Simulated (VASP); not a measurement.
Runs of VASP 6.6.1 on Te. The structure is that of space group Im-3m (No. 229), or close to it. The cells are those of the table. This isn't the form of Te at room conditions, which is trigonal, of chains.

| cell | k mesh | gap on the mesh (eV) | pressure (GPa) |
| --- | --- | --- | --- |
| a = 3.230 Å, angles 109.5°, 1 atom | 13 × 13 × 13 | none | 3.0 |
| a = 3.359 Å, angles 109.5°, 1 atom | 13 × 13 × 13 | none | (b) |
| a = 3.138 Å, angles 109.5°, 1 atom | 13 × 13 × 13 | none | (a) |
| a = 3.274 Å, angles 109.5°, 1 atom | 19 × 19 × 19 | none | 0.1 |
| a = 3.274 Å, angles 109.5°, 1 atom | 13 × 13 × 13 | none | 0.0 |

Alike in all rows: task single point; level PBEsol; potentials or basis VASP PAW PBE potentials, release 64 (Te); no spin polarisation; cutoff (eV) 520; smearing fermi-dirac 0.1 eV.

Question: Fill in the values left out.

Answer: (a) 11.5; (b) -4.2.

Caveats: the PAW data sets were made with another functional, which shifts forces and pressure a little; spin-orbit coupling is left out, which moves the levels of the heavy elements; the cell stands under pressure (at least some runs); the cell stands under tension (at least some runs).

A k mesh can miss the band edges, and the runs leave out spin-orbit coupling on Te.

A gap of «none» marks levels without a gap at the run's occupations.
